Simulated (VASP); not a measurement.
A run of VASP 6.6.1 is set up as follows.

POSCAR

```
ZrB2
1.0
    3.1700000000      0.0000000000      0.0000000000
   -1.5850000000      2.7453005300      0.0000000000
    0.0000000000      0.0000000000      3.5330000000
Zr B
1 2
Direct
    0.0000000000      0.0000000000      0.0000000000
    0.6666666667      0.3333333333      0.5000000000
    0.3333333333      0.6666666667      0.5000000000
```

The input INCAR.step1:

```
ALGO = Normal
EDIFF = 1E-5
ENCUT = 520
GGA = PE
ISIF = 2
ISMEAR = -1
LASPH = T
LREAL = F
LWAVE = T
NBANDS = 16
NELM = 80
PREC = Accurate
SIGMA = 0.05
```

The input INCAR.step2:

```
AEXX = 0.25
ALGO = Normal
EDIFF = 1E-6
ENCUT = 520
GGA = PE
ISIF = 2
ISMEAR = -1
ISTART = 1
LASPH = T
LCHARG = T
LELF = T
LHFCALC = T
LREAL = F
LVHAR = T
LWAVE = F
NBANDS = 16
NELM = 80
PREC = Accurate
PRECFOCK = Normal
SIGMA = 0.05
```

The input KPOINTS:

```
k-points
0
Gamma
  6 6 4
```

Potentials or basis: VASP PAW PBE potentials, release 64 (Zr_sv, B).

The run is started by

```console
$ cat potpaw_PBE.64/Zr_sv/POTCAR potpaw_PBE.64/B/POTCAR > POTCAR
$ cp INCAR.step1 INCAR
$ mpirun -np 1 vasp_std > vasp.out
$ cp INCAR.step2 INCAR
$ mpirun -np 1 vasp_std > vasp.out
```

Q: Predict the band gap on the k mesh.

A: Zero (band 9 reaches 11.48 eV, above the bottom of band 10 at 10.50 eV).

Q: Estimate the pressure.

A: -2.2 GPa.

Stress tensor (GPa, compression positive):
```
-1.43  0.00  0.00
 0.00 -1.43  0.00
 0.00  0.00 -3.78
```

Caveat: the k points lie up to 0.44 Å⁻¹ apart; the PAW data sets were made with another functional, which shifts forces and pressure a little.
